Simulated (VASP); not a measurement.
A run of VASP 6.6.1 is set up as follows.

File INCAR:

```
  PREC = Accurate
  ENCUT = 520
  EDIFF = 1E-6
  ISMEAR = 0
  SIGMA = 0.15
  LREAL = F
  LASPH = T
  NELM = 100
  ALGO = Fast
  ISIF = 2
  LWAVE = F
  LCHARG = F
  GGA = PS
  NBANDS = 14
```

KPOINTS

```
regular mesh
0
Gamma
  18 18 16
```

POSCAR

```
AlNi
1.0
    1.9386940000     -1.9531901500      0.0000000000
    1.9386940000      1.9531901500      0.0000000000
    0.0000000000      0.0000000000      3.0994300413
Al Ni
1 1
Direct
    0.0000000000      0.0000000000      0.0000000000
    0.5000000000      0.5000000000      0.3548120158
```

Potentials or basis: VASP PAW PBE potentials, release 64 (Al, Ni).

The run is started by

```sh
$ cat potpaw_PBE.64/Al/POTCAR potpaw_PBE.64/Ni/POTCAR > POTCAR
$ mpirun -np 1 vasp_std > vasp.out
```

Question: What does it give for the largest force?

Answer: 3.002 eV/Å.

Question: Estimate the band gap on the k mesh.

Answer: Zero (an odd number of electrons rules out a gap without spin polarisation).

Forces in eV/Å, atoms in the order of the input:
```
Al   0.000  0.000 -3.002
Ni   0.000  0.000  3.002
```

Caveat: the cell differs from its parent crystal (atom 2 (Ni) moved by (+0.000, -0.450) A along [1 1 0] and z); the PAW data sets were made with another functional, which shifts forces and pressure a little. Spin polarisation is off, so any magnetic state and its effect on volume and gap are missing.
